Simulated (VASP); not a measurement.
# TiSe2 (P-3m1) in VASP: relaxation of shape and atoms at fixed volume with r2SCAN+D3(BJ)

Aim: the relaxation of shape and atoms at fixed volume of TiSe2 with r2SCAN+D3(BJ).

All numbers are computed with VASP 6.6.1; they aren't measurements. Logs are shortened: lines on timing, memory, paths and dates and some standing lists are left out, and cuts for length are marked.

**1. The cell of the first run**

It takes space group P-3m1 (No. 164, trigonal). Conventional cell: a = 3.511 Å, b = 3.511 Å, c = 6.002 Å, α = 90.00°, β = 90.00°, γ = 120.00°. Within 3.3 Å of Ti (site symmetry -3m) lie 6 Se at 2.53 Å. Se (site symmetry 3m) has 3 Ti at 2.53 Å within 3.3 Å.

**2. Relaxation of shape and atoms at fixed volume, r2SCAN+D3(BJ) (21.35 Å³/atom)**

Input file POSCAR:

```
TiSe2
1.0
    3.5105401069      0.0000000000      0.0000000000
   -1.7552700534      3.0402169136      0.0000000000
    0.0000000000      0.0000000000      6.0024441998
Ti Se
1 2
Direct
    0.0000000000      0.0000000000      0.0000000000
    0.3333333333      0.6666666667      0.2517417135
    0.6666666667      0.3333333333      0.7482582865
```

Input file INCAR.step1:

```
PREC = Accurate ; ENCUT = 550
ISMEAR = 0 ; SIGMA = 0.05
LREAL = F ; LASPH = T
NELM = 120 ; GGA = PE
ALGO = Normal ; EDIFF = 1E-5
LWAVE = T ; LCHARG = F
GGA_COMPAT = F ; IBRION = 2
ISIF = 3 ; EDIFFG = -0.005
NELMIN = 4 ; NSW = 100
```

Input file INCAR.step2:

```
PREC = Accurate ; ENCUT = 550
EDIFF = 1E-7 ; ISMEAR = 0
SIGMA = 0.05 ; LREAL = F
LASPH = T ; NELM = 120
ALGO = Normal ; ISIF = 4
LWAVE = F ; LCHARG = F
METAGGA = R2SCAN ; LMIXTAU = T
IVDW = 12 ; VDW_S6 = 1.0
VDW_S8 = 0.78981345 ; VDW_A1 = 0.49484001
VDW_A2 = 5.73083694 ; IBRION = 2
NSW = 60 ; EDIFFG = -0.01
ISTART = 1 ; GGA_COMPAT = F
NELMIN = 4
```

Input file KPOINTS:

```
regular mesh
0
Gamma
  12 12 6
```

Potentials or basis: VASP PAW PBE potentials, release 64 (Ti_sv, Se).

The run is started by

```
$ cat potpaw_PBE.64/Ti_sv/POTCAR potpaw_PBE.64/Se/POTCAR > POTCAR
$ cp INCAR.step1 INCAR
$ mpirun -np 1 vasp_std > vasp.out
$ cp INCAR.step2 INCAR
$ mpirun -np 1 vasp_std > vasp.out
```

OUTCAR:

```text
PREC = Accurate
   ENCUT = 550
   EDIFF = 1E-7
   ISMEAR = 0
   LREAL = F
   LASPH = T
   NELM = 120
   ISIF = 4
   METAGGA = R2SCAN
   IVDW = 12
   IBRION = 2
   NSW = 60
   EDIFFG = -0.01
   ISTART = 1
   NELMIN = 4
 IVDW          = 12

 ion  position               nearest neighbor table
   1  0.000  0.000  0.000-   2 2.53   3 2.53   2 2.53   3 2.53   3 2.53   2 2.53
   2  0.333  0.667  0.252-   1 2.53   1 2.53   1 2.53
   3  0.667  0.333  0.748-   1 2.53   1 2.53   1 2.53

  LATTYP: Found a hexagonal cell.
 ALAT       =     3.5105401069
 C/A-ratio  =     1.7098349590

  Lattice vectors:

 A1 = (   3.5105401069,   0.0000000000,   0.0000000000)
 A2 = (  -1.7552700534,   3.0402169136,   0.0000000000)
 A3 = (   0.0000000000,   0.0000000000,   6.0024441998)

Analysis of symmetry for initial positions (statically):
=====================================================================
 Subroutine PRICEL returns:
 Original cell was already a primitive cell.

 Routine SETGRP: Setting up the symmetry group for a
 hexagonal supercell.

 Subroutine GETGRP returns: Found 12 space group operations
 (whereof 12 operations were pure point group operations)
 out of a pool of 24 trial point group operations.

The static configuration has the point symmetry D_3d.

Analysis of symmetry for dynamics (positions and initial velocities):
=====================================================================
 Subroutine PRICEL returns:
 Original cell was already a primitive cell.

 Routine SETGRP: Setting up the symmetry group for a
 hexagonal supercell.

 Subroutine GETGRP returns: Found 12 space group operations
 (whereof 12 operations were pure point group operations)
 out of a pool of 24 trial point group operations.

The dynamic configuration has the point symmetry D_3d.

 Subroutine INISYM returns: Found 12 space group operations
 (whereof 12 operations are pure point group operations),
 and found     1 'primitive' translations

----------------------------------------------------------------------------------------

                                     Primitive cell

  volume of cell :      64.0629

  direct lattice vectors                    reciprocal lattice vectors
     3.510540107  0.000000000  0.000000000     0.284856452  0.164461949  0.000000000
    -1.755270053  3.040216914  0.000000000     0.000000000  0.328923899  0.000000000
     0.000000000  0.000000000  6.002444200     0.000000000  0.000000000  0.166598800

  length of vectors
     3.510540107  3.510540107  6.002444200     0.328923899  0.328923899  0.166598800

  position of ions in fractional coordinates (direct lattice)
     0.000000000  0.000000000  0.000000000
     0.333333333  0.666666667  0.251741714
     0.666666667  0.333333333  0.748258286

  ion indices of the primitive-cell ions
   primitive index   ion index
                 1           1
                 2           2
                 3           3

----------------------------------------------------------------------------------------

 KPOINTS: regular mesh

Automatic generation of k-mesh.
 Grid dimensions read from file:
 generate k-points for:   12   12    6

 Generating k-lattice:

  Cartesian coordinates                     Fractional coordinates (reciprocal lattice)
     0.023738038  0.013705162  0.000000000     0.083333333  0.000000000  0.000000000
     0.000000000  0.027410325  0.000000000     0.000000000  0.083333333  0.000000000
     0.000000000  0.000000000  0.027766467     0.000000000  0.000000000  0.166666667

  Length of vectors
     0.027410325  0.027410325  0.027766467

  Shift w.r.t. Gamma in fractional coordinates (k-lattice)
     0.000000000  0.000000000  0.000000000

 Subroutine IBZKPT returns following result:
 ===========================================

 Found    100 irreducible k-points:

 Following reciprocal coordinates:
            Coordinates               Weight
  0.000000  0.000000  0.000000      1.000000
  0.083333  0.000000  0.000000      6.000000
  0.166667  0.000000  0.000000      6.000000
  0.250000  0.000000  0.000000      6.000000
  0.333333 -0.000000  0.000000      6.000000
  0.416667  0.000000  0.000000      6.000000
[... 16 lines left out ...]
  0.166667  0.000000  0.166667      6.000000
  0.000000  0.166667  0.166667      6.000000
 [... further k-points ...]
   k-points           NKPTS =    100   k-points in BZ     NKDIM =    100   number of bands    NBANDS=     16
   number of dos      NEDOS =    301   number of ions     NIONS =      3
   total plane-waves  NPLWV =  37632
   dimension x,y,z NGX =    28 NGY =   28 NGZ =   48
   dimension x,y,z NGXF=    56 NGYF=   56 NGZF=   96
   ions per type =               1   2
   NGX,Y,Z   is equivalent  to a cutoff of  13.26, 13.26, 13.29 a.u.
   NGXF,Y,Z  is equivalent  to a cutoff of  26.52, 26.52, 26.59 a.u.
 SYSTEM =  unknown system
   PREC   = accura    normal or accurate (medium, high low for compatibility)
   ISTART =      1    job   : 0-new  1-cont  2-samecut
   ICHARG =      0    charge: 1-file 2-atom 10-const
   ISPIN  =      1    spin polarized calculation?
   LNONCOLLINEAR =      F non collinear calculations
   LSORBIT =      F    spin-orbit coupling
   LASPH  =      T    aspherical Exc in radial PAW
   ENCUT  =  550.0 eV  40.42 Ry    6.36 a.u.   6.71  6.71 11.48*2*pi/ulx,y,z
   NELM   =    120;   NELMIN=  4; NELMDL=  0     # of ELM steps
   EDIFF  = 0.1E-06   stopping-criterion for ELM
   LREAL  =      F    real-space projection
   EDIFFG = -.1E-01   stopping-criterion for IOM
   NSW    =     60    number of steps for IOM
   IBRION =      2    ionic relax: 0-MD 1-quasi-New 2-CG
   NFREE  =      1    steps in history (QN), initial steepest desc. (CG)
   ISIF   =      4    stress and relaxation
   ISYM   =      2    0-nonsym 1-usesym 2-fastsym
   POTIM  = 0.5000    time-step for ionic-motion
   TEBEG  =    0.0;   TEEND  =   0.0 temperature during run
   PSTRESS=    0.0 pullay stress
   NELECT =      24.0000    total number of electrons
   NUPDOWN=      -1.0000    fix difference up-down
   EMIN   =  10.00;   EMAX   =-10.00  energy-range for DOS
   EFERMI =   0.00;   METHOD = LEGACY
   ISMEAR =     0;   SIGMA  =   0.05  broadening in eV -4-tet -1-fermi 0-gaus
   EFERMI_NEDOS =   21; number of points for ismear=-14 and -15
   IALGO  =     38    algorithm
   IMIX   =      4    mixing-type and parameters
     AMIX     =   0.40;   BMIX     =  1.00
     AMIX_MAG =   1.60;   BMIX_MAG =  1.00
  volume/ion in A,a.u.               =      21.35       144.11
  Fermi-wavevector in a.u.,A,eV,Ry     =   1.180166  2.230190 18.950077  1.392791
  Thomas-Fermi vector in A             =   2.316463
   LORBIT       =      0    0 simple, 1 ext, 2 COOP (PROOUT), +10 PAW based schemes
   METAGGA = R2SCAN    functional components
   LHFCALC =     F    Hartree Fock is set to
   AEXX    =    0.0000 exact exchange contribution
   IVDW    =    12    specifies the selected vdW correction
   LEPSILON=     F    determine dielectric tensor
   LRPA    =     F    only Hartree local field effects (RPA)
 conjugate gradient relaxation of ions
 non-spin polarized calculation
 Gauss-broadening in eV      SIGMA  =   0.05
  energy-cutoff  :      550.00
  volume of cell :       64.06
 maximum number of plane-waves:      1907
 NGX is ok and might be reduce to    28
   NGX = 13   NGY = 13   NGZ = 23

--------------------------------------- Ionic step        1  -------------------------------------------

 number of electron      24.0000002 magnetization

 Free energy of the ion-electron system (eV)
  ---------------------------------------------------
  ext. energy  EPLUGINS =         0.00000000
  ---------------------------------------------------
  free energy    TOTEN  =       -45.45336618 eV

  energy without entropy =      -45.45262011  energy(sigma->0) =      -45.45299315

------------------------ aborting loop because EDIFF is reached ----------------------------------------

 Edisp (eV)   -0.60821

 E8    (eV) :    -0.2052

  FORCE on cell =-STRESS in cart. coord.  units (eV):
  Direction    XX          YY          ZZ          XY          YZ          ZX
  --------------------------------------------------------------------------------------
  -------------------------------------------------------------------------------------
  Total       0.83246     0.83246     0.79977     0.00000     0.00000     0.00000
  in kB      20.81940    20.81940    20.00179     0.00000     0.00000     0.00000
  external pressure =       20.55 kB  Pullay stress =        0.00 kB
[... 145 lines left out ...]
  energy  without entropy=      -46.0663960549  energy(sigma->0) =      -46.06673728

--------------------------------------- Ionic step        5  -------------------------------------------

 number of electron      24.0000000 magnetization

 Free energy of the ion-electron system (eV)
  ---------------------------------------------------
  ext. energy  EPLUGINS =         0.00000000
  ---------------------------------------------------
  free energy    TOTEN  =       -45.45881724 eV

  energy without entropy =      -45.45820304  energy(sigma->0) =      -45.45851014

 E-fermi :   4.9088     XC(G=0): -10.5822

 val. band max:        4.8923895762   @ k =   0.5000   0.0000   0.3333
 cond. band min:       4.9389157636   @ k =   0.0833   0.0000   0.0000
 fundamental gap:      0.0465261874
 Fermi energy:         4.9088371778

 k-point     1 :       0.0000    0.0000    0.0000
  band No.  band energies     occupation
      1     -55.2787      2.00000
      2     -30.4600      2.00000
      3     -30.4459      2.00000
      4     -30.4459      2.00000
      5      -9.8233      2.00000
      6      -8.2674      2.00000
[... 8 lines left out ...]
     15       5.6556      0.00000
     16       8.2613      0.00000
[... 420 lines left out ...]
  band No.  band energies     occupation
      1     -55.2766      2.00000
      2     -30.4698      2.00000
      3     -30.4546      2.00000
      4     -30.4513      2.00000
      5      -9.4525      2.00000
      6      -8.2712      2.00000
[... 8 lines left out ...]
     15       6.4599      0.00000
     16       7.7773      0.00000

 [... further k-points ...]

------------------------ aborting loop because EDIFF is reached ----------------------------------------

 Edisp (eV)   -0.60859

 E8    (eV) :    -0.2054

  FORCE on cell =-STRESS in cart. coord.  units (eV):
  Direction    XX          YY          ZZ          XY          YZ          ZX
  --------------------------------------------------------------------------------------
  -------------------------------------------------------------------------------------
  Total       0.28645     0.28645     0.27558     0.00000    -0.00000     0.00000
  in kB       7.16402     7.16402     6.89217     0.00000    -0.00000     0.00000
  external pressure =        7.07 kB  Pullay stress =        0.00 kB
[... 18 lines left out ...]
  FREE ENERGIE OF THE ION-ELECTRON SYSTEM (eV)
  ---------------------------------------------------
  free  energy   TOTEN  =       -46.0674082407 eV

  energy  without entropy=      -46.0667940444  energy(sigma->0) =      -46.06710114

 reached required accuracy - stopping structural energy minimisation
```

Run time: 68 min. Hardware: 1 thread of Oxide Virtual Turin-like, shared host; peak memory 0.27 GiB.

What came out:

| Item | Value |
| --- | --- |
| Free energy | -46.0674 eV |
| Energy gained by relaxing | 1.9 meV/atom |
| Ionic steps | 5 |
| Pressure after relaxing | 0.7 GPa |
| Largest force after relaxing | 0.006 eV/Å |
| Band gap on the k mesh | zero (bands 12 and 13 overlap by 0.42 eV) |
| Dispersion energy per atom | -0.203 eV |

Forces on the atoms (eV/Å):
```
Ti   0.000  0.000  0.000
Se   0.000  0.000 -0.006
Se   0.000  0.000  0.006
```

The path:
| step | energy change (eV) | largest force (eV/Å) | pressure (GPa) | volume (Å³) |
| --- | --- | --- | --- | --- |
| 1 | 0.0000 | 0.2370 | 2.05 | 64.06 |
| 2 | -0.0038 | 0.0910 | 1.42 | 64.06 |
| 3 | -0.0045 | 0.0095 | 0.99 | 64.06 |
| 4 | -0.0055 | 0.0069 | 0.84 | 64.06 |
| 5 | -0.0058 | 0.0055 | 0.71 | 64.06 |

Final structure:
```
Ti Se
1.0
     3.52601    0.00000    0.00000
    -1.76301    3.05362    0.00000
     0.00000    0.00000    5.94989
Ti Se
1 2
Direct
  0.00000 0.00000 0.00000
  0.33333 0.66667 0.25583
  0.66667 0.33333 0.74417
```

Levels at points of the mesh, in eV from the Fermi level:
| k point | band 9 | band 10 | band 11 | band 12 | band 13 | band 14 | band 15 | band 16 |
| --- | --- | --- | --- | --- | --- | --- | --- | --- |
| (0.00, 0.00, 0.00) | -2.69 | 0.06 | 0.29 | 0.29 | 0.46 | 0.46 | 0.75 | 3.35 |
| (0.50, 0.00, 0.00) | -3.04 | -3.01 | -2.64 | -1.68 | 0.13 | 1.41 | 1.85 | 3.26 |
| (0.00, 0.00, 0.50) | -2.63 | -2.63 | 0.06 | 0.06 | 0.45 | 0.45 | 1.36 | 3.70 |
| (0.50, 0.00, 0.50) | -3.01 | -2.87 | -1.42 | -1.25 | -0.12 | 1.40 | 1.81 | 3.11 |

Caveat: the PAW data sets were made with another functional, which shifts forces and pressure a little.

The gap in the log of VASP goes by the Fermi energy; the results here count the filled bands.